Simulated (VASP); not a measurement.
Write the native input for VASP 6.6.1 that does the following.

```
Task                   : single point
Functional             : PBEsol
Potentials or basis    : VASP PAW PBE potentials, release 64 (Ge_d)
Cutoff                 : 520 eV
k mesh                 : 8 × 8 × 8
Occupations            : gaussian, width 0.15 eV
Spin                   : no spin polarisation
Dipole correction      : no
Further INCAR settings : ALGO = Fast; EDIFF = 1e-07; NBANDS = 66
```

The structure of Ge lies in POSCAR:

```
Ge
1.0
   -3.5737529906      3.5737529906      3.4176181512
    3.5737529906     -3.5737529906      3.4176181512
    3.5737529906      3.5737529906     -3.4176181512
Ge
8
Direct
    0.5000000000      0.0000000000      0.7958385091
    0.7958385091      0.5000000000      0.0000000000
    0.0000000000      0.7958385091      0.5000000000
    0.7041614909      0.7041614909      0.7041614909
    0.5000000000      0.0000000000      0.2041614909
    0.2041614909      0.5000000000      0.0000000000
    0.0000000000      0.2041614909      0.5000000000
    0.2958385091      0.2958385091      0.2958385091
```

This cell differs from its parent crystal: strain +0.030 along x and y, -0.015 along z.

The input as run:

INCAR

```
PREC = Accurate
ENCUT = 520
EDIFF = 1E-7
ISMEAR = 0
SIGMA = 0.15
LREAL = False
LASPH = True
NELM = 100
ALGO = Fast
ISIF = 2
LWAVE = False
LCHARG = False
GGA = PS
NBANDS = 66
```

KPOINTS

```
regular mesh
0
Gamma
  8 8 8
```

Potentials or basis: VASP PAW PBE potentials, release 64 (Ge_d).

Run with:

```bash
$ cat potpaw_PBE.64/Ge_d/POTCAR > POTCAR
$ mpirun -np 1 vasp_std > vasp.out
```

Results of the run:

* Pressure: -2.7 GPa
* Largest force: 0.231 eV/Å
* Band gap on the k mesh: zero (bands 56 and 57 overlap by 0.75 eV)

Caveat: the cell differs from its parent crystal (strain +0.030 along x and y, -0.015 along z); semilocal functionals underestimate gaps, and a narrow one can read as zero; the PAW data sets were made with another functional, which shifts forces and pressure a little.

It took 41 min on 1 thread of Oxide Virtual Turin-like Processor, with other jobs on the host, peak memory 0.77 GiB.
